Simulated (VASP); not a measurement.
Ge:

```
Ge
1.0
     0.00000    2.86614    2.86614
     2.86614    0.00000    2.86614
     2.86614    2.86614    0.00000
Ge
2
Direct
  0.75000 0.75000 0.75000
  0.50000 0.50000 0.50000
```

Base run:

| Property | Result |
| --- | --- |
| Program | VASP 6.6.1 |
| Functional | r2SCAN |
| Potentials or basis | VASP PAW PBE potentials, release 64 (Ge_d) |
| Cutoff | 520 eV |
| k mesh | 8 × 8 × 8 |
| Occupations | fermi-dirac, width 0.05 eV |
| Spin | no spin polarisation |

Its results: pressure -1.9 GPa.

Q: After a change of settings the same cell gave: pressure 0.8 GPa. Which change was it?
A. functional from r2SCAN to PBE
B. functional from r2SCAN to SVWN5
C. functional from r2SCAN to revPBE; dispersion from none to D3(BJ)
D. functional from r2SCAN to LDA; potentials or basis from VASP PAW PBE potentials, release 64 (Ge_d) to VASP PAW LDA potentials, release 64 (Ge_d)

A: A.

Caveats: the PAW data sets were made with another functional, which shifts forces and pressure a little (some runs).
